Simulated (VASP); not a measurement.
A run of VASP 6.6.1 is set up as follows.

File INCAR:

```
SYSTEM = AlCo
PREC = Accurate
ENCUT = 520
EDIFF = 1E-6
ISMEAR = 0
SIGMA = 0.1
LREAL = .False.
LASPH = .True.
NELM = 100
ALGO = Fast
ISIF = 2
LWAVE = .False.
LCHARG = .False.
GGA = PS
ISYM = 0
NBANDS = 13
```

The input KPOINTS:

```
regular mesh
0
Gamma
  9 9 21
  0 0 0
```

The input POSCAR:

```
AlCo
1.0
    4.0007767834      0.0000000108     -0.0003862302
   -2.0003883824      3.4647743346      0.0003862302
   -2.0005452838      1.1550153581      1.6283739254
Al Co
1 1
Direct
    0.0000000000      0.0000000000      0.0000000000
    0.5000000000      0.5000000000      0.5000000000
```

Potentials or basis: VASP PAW PBE potentials, release 64 (Al, Co).

Command:

```bash
$ cat potpaw_PBE.64/Al/POTCAR potpaw_PBE.64/Co/POTCAR > POTCAR
$ mpirun -np 1 vasp_std > vasp.out
```

**Question.** Predict the band gap on the k mesh.

**Answer.** Zero (bands 6 and 7 overlap by 2.39 eV).

**Question.** What does it give for the pressure?

**Answer.** -1.1 GPa.

Stress tensor (GPa, compression positive):
```
-1.38 -0.05  0.01
-0.05 -1.44  0.00
 0.01  0.00 -0.40
```

Caveat: the PAW data sets were made with another functional, which shifts forces and pressure a little; the run has no spin polarisation, though such a crystal can be magnetic. Spin polarisation is off, so any magnetic state and its effect on volume and gap are missing.
